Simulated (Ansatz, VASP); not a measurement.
# Ga: VASP beside Ansatz

```
Ga
1.0
     2.98522    0.00000    0.00000
    -1.49261    2.58528    0.00000
     0.00000    0.00000    9.28046
Ga
4
Direct
  0.00000 0.00000 0.00000
  0.00000 0.00000 0.50000
  0.33333 0.66667 0.25000
  0.66667 0.33333 0.75000
```

Alike in both runs: functional r2SCAN; k mesh 12 × 12 × 4; occupations fermi-dirac, width 0.1 eV; no spin polarisation.

Ansatz relaxed the structure, and its values are those at the end. VASP's run is a single point on that final structure, the one shown.

|  | VASP | Ansatz |
| --- | --- | --- |
| version | VASP 6.6.1 | Ansatz 0.2.0 |
| potentials or method | VASP PAW PBE potentials, release 64 (Ga_d), cutoff 520 eV | plane waves (500 eV) with PAW, scalar-relativistic |
| valence electrons in the cell | 52 | 52 |

```tsv
	VASP	Ansatz	Ansatz less VASP
pressure (GPa)	0.1	0.0	-0.08
```

VASP's potentials were made for PBE, not for r2SCAN. With one functional, cell and mesh, what is left measures potentials, basis and numerics.
